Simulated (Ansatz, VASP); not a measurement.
**One calculation of GaAs, two programs**

Contents of INCAR:

```
SYSTEM = GaAs
PREC = Accurate ; ENCUT = 520
EDIFF = 1E-7 ; ISMEAR = 0
SIGMA = 0.05 ; LREAL = .FALSE.
LASPH = .TRUE. ; NELM = 80
ALGO = Normal ; ISIF = 2
LWAVE = .FALSE. ; LCHARG = .FALSE.
GGA = PS ; NBANDS = 16
```

KPOINTS

```
Automatic mesh
0
G
  12 12 12
  0 0 0
```

File POSCAR:

```
GaAs
1.0
    0.0000000000      3.0709392844      2.3953326418
    3.0709392844      0.0000000000      2.3953326418
    3.0709392844      3.0709392844      0.0000000000
Ga As
1 1
Direct
    0.0000000000      0.0000000000      0.0000000000
    0.7500000000      0.7500000000      0.7500000000
```

Input for Ansatz:

```yaml
crystal:
  lattice:
    - [0.0, 3.0709392844, 2.3953326418]
    - [3.0709392844, 0.0, 2.3953326418]
    - [3.0709392844, 3.0709392844, 0.0]
  atoms:
    - { symbol: Ga, position: [0.0, 0.0, 0.0] }
    - { symbol: As, position: [0.75, 0.75, 0.75] }
basis:
  ecutwfc: 420
kpoints:
  mp_grid: { grid: [12, 12, 12] }
hamiltonian:
  xc: pbesol
scf:
  occupations: { method: gaussian, width: 0.05 }
output:
  forces: true
  stress: true
  eigenvalues: true
```

Alike in both runs: task single point; functional PBEsol; k mesh 12 × 12 × 12; occupations gaussian, width 0.05 eV; no spin polarisation.

```csv
,VASP,Ansatz
version,VASP 6.6.1,Ansatz 0.2.0
potentials or method,"VASP PAW PBE potentials, release 64 (Ga_d, As), cutoff 520 eV","scalar-relativistic, plane waves, PAW"
valence electrons in the cell,18,28
```

```csv
,VASP,Ansatz,Ansatz less VASP
gap on the k mesh at the Fermi level (eV),none,none,-
pressure (GPa),-0.9,-1.0,-0.15
"traceless stress, the component that is largest in VASP (GPa)",5.47,5.50,+0.031
```

VASP's potentials were made for PBE, not for PBEsol. A gap of «none» marks a metal or a gap that the smearing closes. VASP's potentials hold 18 valence electrons a cell and Ansatz's 28, so a difference there can come from the potentials and not from the codes.
